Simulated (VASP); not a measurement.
# LiNbP2: relaxation of cell and atoms with PBE

The system is LiNbP2.

```
CELL_PARAMETERS angstrom
3.36856 0.00000 0.00000
-1.68428 2.91726 0.00000
0.00000 0.00000 6.60238
ATOMIC_POSITIONS crystal
Li 0.00000 0.00000 0.00000
Nb 0.00000 0.00000 0.50000
P 0.33333 0.66667 0.25000
P 0.33333 0.66667 0.75000
```

- Program: VASP 6.6.1
- Task: relaxation of cell and atoms
- Functional: PBE
- Potentials or basis: VASP PAW PBE potentials, release 64 (Li_sv, Nb_sv, P)
- Cutoff: 600 eV
- k mesh: 6 × 6 × 4
- Occupations: gaussian, width 0.1 eV
- Spin: no spin polarisation
- Dipole correction: no
- Further INCAR settings: ALGO = Normal; EDIFF = 1e-07; IBRION = 2; EDIFFG = -0.04; NSW = 90; ISIF = 3

The relaxed volume is 15.45 Å³/atom, the relaxed cell is a = 3.627 Å, b = 3.627 Å, c = 5.424 Å, α = 90.00°, β = 90.00°, γ = 120.00° and the space group after relaxing (to 0.05 Å) is P-6m2 (No. 187). The energy gained by relaxing is 155.4 meV/atom. The ionic steps are 19, the pressure after relaxing is 0.0 GPa and the largest force after relaxing is 0.034 eV/Å. The band gap on the k mesh is 0.08 eV, indirect (least direct gap 0.57 eV).

Forces on the atoms (eV/Å):
```
Li   0.000  0.000  0.000
Nb   0.000  0.000  0.000
P    0.000  0.000  0.034
P    0.000  0.000 -0.034
```

The path:
```csv
step,energy change (eV),largest force (eV/Å),pressure (GPa),volume (Å³)
1,0.0000,0.8944,-0.46,64.88
2,-0.2234,0.0036,2.19,64.38
3,-0.2937,0.6099,4.35,63.98
4,-0.2578,1.5955,9.08,63.02
5,-0.3073,0.9493,5.91,63.66
6,-0.4077,0.7633,2.45,65.48
7,-0.4482,0.5914,-1.09,67.57
8,-0.4686,0.5503,-1.11,67.15
9,-0.5223,0.4668,-1.06,65.90
10,-0.5978,0.3838,-0.39,63.40
11,-0.2846,1.5274,7.46,58.41
12,-0.5938,0.4706,0.38,63.01
13,-0.5806,0.1693,2.04,61.01
14,-0.5984,0.3948,0.89,62.29
15,-0.6172,0.0894,-1.17,62.44
16,-0.6175,0.0425,-0.96,62.43
17,-0.6214,0.0156,0.25,61.63
18,-0.6214,0.0171,0.18,61.67
19,-0.6216,0.0339,-0.04,61.78
```

Final structure:
```cif
data_structure
_symmetry_space_group_name_H-M 'P 1'
_symmetry_Int_Tables_number 1
_cell_length_a 3.6265
_cell_length_b 3.6265
_cell_length_c 5.4243
_cell_angle_alpha 90.000
_cell_angle_beta 90.000
_cell_angle_gamma 120.000
_cell_volume 61.78
loop_
_atom_site_label
_atom_site_type_symbol
_atom_site_fract_x
_atom_site_fract_y
_atom_site_fract_z
_atom_site_occupancy
Li1 Li 0.00000 0.00000 0.00000 1
Nb1 Nb 0.00000 0.00000 0.50000 1
P1 P 0.33333 0.66667 0.23154 1
P2 P 0.33333 0.66667 0.76846 1
```

Levels at points of the mesh, in eV from the valence-band top:
```
           k point  band 9  band 10  band 11  band 12  band 13  band 14  band 15  band 16  band 17
(0.00, 0.00, 0.00)   -2.90    -2.90    -1.28    -1.28    -0.03     1.73     1.73     3.19     3.19
(0.50, 0.00, 0.00)   -5.19    -3.15    -2.50    -2.28    -1.00     1.63     2.06     2.25     2.83
(0.00, 0.00, 0.50)   -2.56    -2.56    -2.16    -1.98    -1.98     1.86     1.86     3.20     3.89
(0.50, 0.00, 0.50)   -4.67    -3.36    -2.90    -2.28    -0.92     0.91     2.06     2.22     2.80
```

Wall time 3.2 min on 1 thread of Intel(R) Xeon(R) 6975P-C (Granite Rapids), with other jobs on the host, peak memory 0.22 GiB.

Caveat: the cutoff is under 1.25 times the usual one of these potentials, so pressure, stress and relaxed cells hold a basis-set (Pulay) error. A k mesh can miss the band edges.
